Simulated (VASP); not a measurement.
A run of VASP 6.6.1:

INCAR

```
SYSTEM = PbSe
PREC = Accurate
ENCUT = 520
EDIFF = 1E-6
ISMEAR = 0
SIGMA = 0.01
LREAL = .FALSE.
LASPH = .TRUE.
NELM = 60
ALGO = Normal
ISIF = 2
LWAVE = .FALSE.
LCHARG = .FALSE.
GGA = PE
NBANDS = 17
```

File KPOINTS:

```
regular mesh
0
G
  10 10 10
  0 0 0
```

POSCAR

```
PbSe
1.0
    0.0000000000      3.0454781541      3.0454781541
    3.0454781541      0.0000000000      3.0454781541
    3.0454781541      3.0454781541      0.0000000000
Pb Se
1 1
Direct
    0.0000000000      0.0000000000      0.0000000000
    0.5000000000      0.5000000000      0.5000000000
```

Potentials or basis: VASP PAW PBE potentials, release 64 (Pb_d, Se).

Run with:

```console
$ cat potpaw_PBE.64/Pb_d/POTCAR potpaw_PBE.64/Se/POTCAR > POTCAR
$ mpirun -np 1 vasp_std > vasp.out
```

Hardware: 1 thread of Intel(R) Xeon(R) Platinum 8259CL CPU @ 2.50GHz (Skylake/Cascade Lake) (shared host).

**Question.** How long does it take, and how much memory?

**Answer.** It took 30 s on 1 thread of Intel(R) Xeon(R) Platinum 8259CL CPU @ 2.50GHz (Skylake/Cascade Lake) (shared host), peak memory 0.2 GiB. Counts: scf iterations 12, k points 47.
